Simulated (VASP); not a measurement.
Cu: single point with LDA

Cu:

```
CELL_PARAMETERS angstrom
11.57025 0.00000 0.00000
0.00000 2.23821 0.00000
-4.59562 0.00000 21.74339
ATOMIC_POSITIONS crystal
Cu 0.50000 0.50000 0.50000
```

| Quantity | Value |
| --- | --- |
| Program | VASP 6.6.1 |
| Task | single point |
| Functional | LDA |
| Potentials or basis | VASP PAW LDA potentials, release 64 (Cu) |
| Cutoff | 600 eV |
| k mesh | 1 × 3 × 1 |
| Occupations | methfessel-paxton, width 0.1 eV |
| Spin | no spin polarisation |
| Dipole correction | no |
| Further INCAR settings | ALGO = Normal; EDIFF = 1e-06; NBANDS = 12 |

```json
{
 "Pressure": "0.2 GPa"
}
```

Stress tensor (GPa, compression positive):
```
0.00 0.00 0.00
0.00 0.46 0.00
0.00 0.00 0.00
```

Levels at points of the mesh, in eV from the Fermi level:
```
           k point  band 1  band 2  band 3  band 4  band 5  band 6  band 7  band 8  band 9  band 10
(0.00, 0.00, 0.00)   -4.37   -2.03   -1.71   -1.71   -0.67   -0.67    1.82    1.82    4.11     4.51
```

It took 79 s on 1 thread of Intel Xeon 8259CL, on a shared host, peak memory 0.43 GiB.

Caveat: the k points lie up to 0.94 Å⁻¹ apart.
